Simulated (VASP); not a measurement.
# Ag in VASP: a series of runs

Ag is run at these levels: r2SCAN; tasks: single point.

Everything below comes from runs of VASP 6.6.1. Logs are shortened: lines on timing, memory, paths and dates and some standing lists are left out, and cuts for length are marked.

### Step 1. The cell of the first run

The typed cell holds 1 atom: a = 2.775 Å, b = 2.775 Å, c = 2.775 Å, α = 119.99°, β = 90.02°, γ = 119.99°.

### Step 2. Single point, r2SCAN

The input, POSCAR:

```
Ag
1.0
   -1.3905690422      1.9592132663      1.3883642438
    1.3904972439     -1.9602531410      1.3868141296
    1.3846733698      1.9644025429     -1.3868862548
Ag
1
Direct
    0.0000000000      0.0000000000      0.0000000000
```

The input, INCAR.step1:

```
ALGO = Normal ; EDIFF = 1E-4
ENCUT = 520 ; GGA = PE
ISMEAR = -1 ; LASPH = T
LCHARG = F ; LREAL = F
LWAVE = T ; NBANDS = 12
NELM = 60 ; PREC = Accurate
SIGMA = 0.05
```

The input, INCAR.step2:

```
ALGO = Normal ; EDIFF = 1E-6
ENCUT = 520 ; ISIF = 2
ISMEAR = -1 ; ISTART = 1
LASPH = T ; LCHARG = F
LMIXTAU = T ; LREAL = F
LWAVE = F ; METAGGA = R2SCAN
NBANDS = 12 ; NELM = 60
PREC = Accurate ; SIGMA = 0.05
```

The input, KPOINTS:

```
k-points
0
Gamma
  11 11 11
```

Potentials or basis: VASP PAW PBE potentials, release 64 (Ag).

Started as:

```
$ cat potpaw_PBE.64/Ag/POTCAR > POTCAR
$ cp INCAR.step1 INCAR
$ mpirun -np 1 vasp_std > vasp.out
$ cp INCAR.step2 INCAR
$ mpirun -np 1 vasp_std > vasp.out
```

OUTCAR:

```text
EDIFF = 1E-6
   ENCUT = 520
   ISIF = 2
   ISMEAR = -1
   ISTART = 1
   LASPH = T
   LREAL = F
   METAGGA = R2SCAN
   NELM = 60
   PREC = Accurate

 ion  position               nearest neighbor table
   1  0.000  0.000  0.000-

  LATTYP: Found a face centered orthorhombic cell.
 ALAT       =     3.9236205170
 B/A-ratio  =     1.0002468007
 C/A-ratio  =     1.0002992363

  Lattice vectors:

 A1 = (   2.7751706137,   0.0041494019,  -0.0000721252)
 A2 = (   1.3846733698,   1.9644025429,  -1.3868862548)
 A3 = (   1.3846015715,   1.9633626682,   1.3882921186)

Analysis of symmetry for initial positions (statically):
=====================================================================
 Subroutine PRICEL returns:
 Original cell was already a primitive cell.

 Routine SETGRP: Setting up the symmetry group for a
 face centered orthorhombic supercell.

 Subroutine GETGRP returns: Found  8 space group operations
 (whereof  8 operations were pure point group operations)
 out of a pool of  8 trial point group operations.

The static configuration has the point symmetry D_2h.

Analysis of symmetry for dynamics (positions and initial velocities):
=====================================================================
 Subroutine PRICEL returns:
 Original cell was already a primitive cell.

 Routine SETGRP: Setting up the symmetry group for a
 face centered orthorhombic supercell.

 Subroutine GETGRP returns: Found  8 space group operations
 (whereof  8 operations were pure point group operations)
 out of a pool of  8 trial point group operations.

The dynamic configuration has the point symmetry D_2h.

 Subroutine INISYM returns: Found  8 space group operations
 (whereof  8 operations are pure point group operations),
 and found     1 'primitive' translations

----------------------------------------------------------------------------------------

                                     Primitive cell

  volume of cell :      15.1091

  direct lattice vectors                    reciprocal lattice vectors
    -1.390569042  1.959213266  1.388364244    -0.000371503  0.254730622  0.360432638
     1.390497244 -1.960253141  1.386814130     0.360346964  0.000405723  0.360346673
     1.384673370  1.964402543 -1.386886255     0.359956326  0.255407787  0.000105015

  length of vectors
     2.774843087  2.774766367  2.774824531     0.441360979  0.509607520  0.441363461

  position of ions in fractional coordinates (direct lattice)
     0.000000000  0.000000000  0.000000000

  ion indices of the primitive-cell ions
   primitive index   ion index
                 1           1

----------------------------------------------------------------------------------------

 KPOINTS: k-points

Automatic generation of k-mesh.
 Grid dimensions read from file:
 generate k-points for:   11   11   11

 Generating k-lattice:

  Cartesian coordinates                     Fractional coordinates (reciprocal lattice)
    -0.000033773  0.023157329  0.032766603     0.090909091 -0.000000000  0.000000000
     0.032758815  0.000036884  0.032758788     0.000000000  0.090909091  0.000000000
     0.032723302  0.023218890  0.000009547     0.000000000 -0.000000000  0.090909091

  Length of vectors
     0.040123725  0.046327956  0.040123951

  Shift w.r.t. Gamma in fractional coordinates (k-lattice)
     0.000000000  0.000000000  0.000000000

 Subroutine IBZKPT returns following result:
 ===========================================

 Found    216 irreducible k-points:

 Following reciprocal coordinates:
            Coordinates               Weight
  0.000000  0.000000  0.000000      1.000000
  0.090909 -0.000000  0.000000      8.000000
  0.181818  0.000000  0.000000      8.000000
  0.272727 -0.000000  0.000000      8.000000
  0.363636 -0.000000 -0.000000      8.000000
  0.454545 -0.000000  0.000000      8.000000
[... 16 lines left out ...]
 -0.454545  0.181818  0.000000      8.000000
 -0.363636  0.181818 -0.000000      4.000000
 [... further k-points ...]
   k-points           NKPTS =    216   k-points in BZ     NKDIM =    216   number of bands    NBANDS=     12
   number of dos      NEDOS =    301   number of ions     NIONS =      1
   total plane-waves  NPLWV =  13824
   dimension x,y,z NGX =    24 NGY =   24 NGZ =   24
   dimension x,y,z NGXF=    48 NGYF=   48 NGZF=   48
   ions per type =               1
   NGX,Y,Z   is equivalent  to a cutoff of  14.38, 14.38, 14.38 a.u.
   NGXF,Y,Z  is equivalent  to a cutoff of  28.76, 28.76, 28.76 a.u.
 SYSTEM =  unknown system
   PREC   = accura    normal or accurate (medium, high low for compatibility)
   ISTART =      1    job   : 0-new  1-cont  2-samecut
   ICHARG =      0    charge: 1-file 2-atom 10-const
   ISPIN  =      1    spin polarized calculation?
   LNONCOLLINEAR =      F non collinear calculations
   LSORBIT =      F    spin-orbit coupling
   LASPH  =      T    aspherical Exc in radial PAW
   ENCUT  =  520.0 eV  38.22 Ry    6.18 a.u.   5.16  5.16  5.16*2*pi/ulx,y,z
   NELM   =     60;   NELMIN=  2; NELMDL=  0     # of ELM steps
   EDIFF  = 0.1E-05   stopping-criterion for ELM
   LREAL  =      F    real-space projection
   EDIFFG = 0.1E-04   stopping-criterion for IOM
   NSW    =      0    number of steps for IOM
   IBRION =     -1    ionic relax: 0-MD 1-quasi-New 2-CG
   NFREE  =      0    steps in history (QN), initial steepest desc. (CG)
   ISIF   =      2    stress and relaxation
   ISYM   =      2    0-nonsym 1-usesym 2-fastsym
   POTIM  = 0.5000    time-step for ionic-motion
   TEBEG  =    0.0;   TEEND  =   0.0 temperature during run
   PSTRESS=    0.0 pullay stress
   NELECT =      11.0000    total number of electrons
   NUPDOWN=      -1.0000    fix difference up-down
   EMIN   =  10.00;   EMAX   =-10.00  energy-range for DOS
   EFERMI =   0.00;   METHOD = LEGACY
   ISMEAR =    -1;   SIGMA  =   0.05  broadening in eV -4-tet -1-fermi 0-gaus
   EFERMI_NEDOS =   21; number of points for ismear=-14 and -15
   IALGO  =     38    algorithm
   IMIX   =      4    mixing-type and parameters
     AMIX     =   0.40;   BMIX     =  1.00
     AMIX_MAG =   1.60;   BMIX_MAG =  1.00
  volume/ion in A,a.u.               =      15.11       101.96
  Fermi-wavevector in a.u.,A,eV,Ry     =   1.472741  2.783077 29.510572  2.168966
  Thomas-Fermi vector in A             =   2.587719
   LORBIT       =      0    0 simple, 1 ext, 2 COOP (PROOUT), +10 PAW based schemes
   METAGGA = R2SCAN    functional components
   LHFCALC =     F    Hartree Fock is set to
   AEXX    =    0.0000 exact exchange contribution
   IVDW    =     0    specifies the selected vdW correction
   LEPSILON=     F    determine dielectric tensor
   LRPA    =     F    only Hartree local field effects (RPA)
 non-spin polarized calculation
  energy-cutoff  :      520.00
  volume of cell :       15.11
 maximum number of plane-waves:       416
 NGX is ok and might be reduce to    24
   NGX = 11   NGY = 11   NGZ = 11

 number of electron      11.0000001 magnetization

 Free energy of the ion-electron system (eV)
  ---------------------------------------------------
  ext. energy  EPLUGINS =         0.00000000
  ---------------------------------------------------
  free energy    TOTEN  =       -21.24098230 eV

  energy without entropy =      -21.23967693  energy(sigma->0) =      -21.24032962

 E-fermi :  10.4301     XC(G=0): -13.8401

 val. band max:       10.3133343666   @ k =   0.4545   0.0000   0.0909
 cond. band min:      10.5304659418   @ k =  -0.4545  -0.0000   0.3636
 fundamental gap:      0.2171315752
 Fermi energy:        10.4301332294

 k-point     1 :       0.0000    0.0000    0.0000
  band No.  band energies     occupation
      1       1.2829      2.00000
      2       4.5813      2.00000
      3       4.5817      2.00000
      4       4.5836      2.00000
      5       5.8779      2.00000
      6       5.8802      2.00000
      7      27.1168      0.00000
      8      31.6199      0.00000
      9      31.6209      0.00000
     10      31.6258      0.00000
     11      36.8861      0.00000
     12      38.8968      0.00000

 k-point     2 :       0.0909   -0.0000    0.0000
  band No.  band energies     occupation
      1       1.5742      2.00000
      2       4.5102      2.00000
      3       4.6667      2.00000
      4       4.6681      2.00000
      5       5.8459      2.00000
      6       5.8480      2.00000
      7      27.2228      0.00000
      8      29.6909      0.00000
      9      31.8277      0.00000
     10      31.8312      0.00000
     11      36.8981      0.00000
     12      38.3894      0.00000

 k-point     3 :       0.1818    0.0000    0.0000
  band No.  band energies     occupation
      1       2.3123      2.00000
      2       4.4676      2.00000
      3       4.8181      2.00000
      4       4.8198      2.00000
      5       5.8552      2.00000
      6       5.8566      2.00000
      7      25.4931      0.00000
      8      28.2357      0.00000
      9      32.2550      0.00000
     10      32.2581      0.00000
     11      35.3885      0.00000
     12      36.9114      0.00000
[... 286 lines left out ...]
 k-point    23 :      -0.4545    0.1818    0.0000
  band No.  band energies     occupation
      1       3.5547      2.00000
      2       4.3495      2.00000
      3       4.8830      2.00000
      4       5.1758      2.00000
      5       5.8983      2.00000
      6       8.7713      2.00000
      7      20.0992      0.00000
      8      23.5135      0.00000
      9      29.1057      0.00000
     10      31.4855      0.00000
     11      34.3322      0.00000
     12      37.6522      0.00000

 k-point    24 :      -0.3636    0.1818   -0.0000
  band No.  band energies     occupation
      1       3.5425      2.00000
      2       4.0641      2.00000
      3       4.8356      2.00000
      4       5.3494      2.00000
      5       5.3750      2.00000
      6       7.2964      2.00000
      7      23.5977      0.00000
      8      24.1022      0.00000
      9      30.5838      0.00000
     10      32.3454      0.00000
     11      33.8489      0.00000
     12      38.0331      0.00000

 [... further k-points ...]
[... 5 lines left out ...]
  --------------------------------------------------------------------------------------
  -------------------------------------------------------------------------------------
  Total        1.9299383      1.9314034      1.9299450     -0.0000166      0.0000046      0.0001217
  in kB      204.6519521    204.8073214    204.6526631     -0.0017596      0.0004917      0.0129024
  external PRESSURE =     204.7039789 kB  Pullay stress =       0.0000000 kB

 VOLUME and BASIS-vectors are now :
 -----------------------------------------------------------------------------
  energy-cutoff  :      520.00
  volume of cell :       15.11
      direct lattice vectors                 reciprocal lattice vectors
    -1.390569042  1.959213266  1.388364244    -0.000371503  0.254730622  0.360432638
     1.390497244 -1.960253141  1.386814130     0.360346964  0.000405723  0.360346673
     1.384673370  1.964402543 -1.386886255     0.359956326  0.255407787  0.000105015

 POSITION                                       TOTAL-FORCE (eV/Angst)
 -----------------------------------------------------------------------------------
      0.00000      0.00000      0.00000         0.000000     -0.000000     -0.000000
 -----------------------------------------------------------------------------------
    total drift:                               -0.000000      0.000000     -0.000000

  FREE ENERGIE OF THE ION-ELECTRON SYSTEM (eV)
  ---------------------------------------------------
  free  energy   TOTEN  =       -21.2409823011 eV

  energy  without entropy=      -21.2396769320  energy(sigma->0) =      -21.24032962
```

It took 64 s on 1 thread of Intel Xeon 6975P-C (Granite Rapids), shared host; peak memory 0.17 GiB.

Results:

```
Free energy : -21.2410 eV
Pressure    : 20.5 GPa
```

Levels at points of the mesh, in eV from the Fermi level:
| k point | band 1 | band 2 | band 3 | band 4 | band 5 | band 6 | band 7 | band 8 | band 9 | band 10 |
| --- | --- | --- | --- | --- | --- | --- | --- | --- | --- | --- |
| (0.00, 0.00, 0.00) | -9.15 | -5.85 | -5.85 | -5.85 | -4.55 | -4.55 | 16.69 | 21.19 | 21.19 | 21.20 |

Caveat: the PAW data sets were made with another functional, which shifts forces and pressure a little.

(Continued in part 2 of 2.)
